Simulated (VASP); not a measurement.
Write the native input for VASP 6.6.1 that does the following.

| Item | Value |
| --- | --- |
| Task | single point |
| Functional | PBEsol |
| Potentials or basis | VASP PAW PBE potentials, release 64 (Ni, Ge_d) |
| Cutoff | 520 eV |
| k mesh | 12 × 12 × 12 |
| Occupations | tetrahedron |
| Spin | no spin polarisation |
| Dipole correction | no |
| Further INCAR settings | ALGO = Normal; EDIFF = 1e-07; NBANDS = 30 |

The structure of Ni3Ge lies in POSCAR:

```
Ni3Ge
1.0
    3.5303341067      0.0000000000      0.0000000000
    0.0000000000      3.5303341067      0.0000000000
    0.0000000000      0.0000000000      3.5303341067
Ni Ge
3 1
Direct
    0.5000000000      0.0000000000      0.5000000000
    0.0000000000      0.5000000000      0.5000000000
    0.5000000000      0.5000000000      0.0000000000
    0.0000000000      0.0000000000      0.0000000000
```

These files were run (other wordings do the same):

INCAR

```
  PREC = Accurate
  ENCUT = 520
  EDIFF = 1E-7
  ISMEAR = -5
  SIGMA = 0.1
  LREAL = False
  LASPH = True
  NELM = 100
  ALGO = Normal
  ISIF = 2
  LWAVE = False
  LCHARG = False
  GGA = PS
  NBANDS = 30
```

KPOINTS

```
regular mesh
0
Gamma
  12 12 12
```

Potentials or basis: VASP PAW PBE potentials, release 64 (Ni, Ge_d).

The run is started by

```sh
$ cat potpaw_PBE.64/Ni/POTCAR potpaw_PBE.64/Ge_d/POTCAR > POTCAR
$ mpirun -np 1 vasp_std > vasp.out
```

It gave:

```json
{
 "Pressure": "-0.8 GPa",
 "Band gap on the k mesh": "zero (band 22 reaches 10.23 eV, above the bottom of band 23 at 9.99 eV)"
}
```

Caveat: the PAW data sets were made with another functional, which shifts forces and pressure a little; tetrahedron occupations give inexact forces and stress in metals.

Wall time 2.2 min on 1 thread of Intel(R) Xeon(R) Platinum 8259CL CPU @ 2.50GHz (Skylake/Cascade Lake) (shared host), peak memory 0.23 GiB.
